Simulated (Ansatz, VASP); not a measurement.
**Two plane-wave programs on CaO**

```
Ca O
1.0
     0.00000    2.34032    2.34032
     2.34032    0.00000    2.34032
     2.34032    2.34032    0.00000
Ca O
1 1
Direct
  0.00000 0.00000 0.00000
  0.50000 0.50000 0.50000
```

Alike in both runs: task single point; functional PBE; k mesh 8 × 8 × 8; occupations gaussian, width 0.02 eV; no spin polarisation.

|  | VASP | Ansatz |
| --- | --- | --- |
| version | VASP 6.6.1 | Ansatz 0.2.0 |
| potentials or method | VASP PAW PBE potentials, release 64 (Ca_sv, O), cutoff 520 eV | scalar-relativistic, plane waves, PAW |
| valence electrons in the cell | 16 | 16 |

|  | VASP | Ansatz | Ansatz less VASP |
| --- | --- | --- | --- |
| gap on the k mesh at the Fermi level (eV) | 3.60 | 3.62 | +0.024 |
| least direct gap on the mesh (eV) | 3.95 | 3.97 | +0.022 |
| pressure (GPa) | 13.1 | 12.3 | -0.86 |

The functional is the same, so the differences come from potentials, cutoffs and numerics.
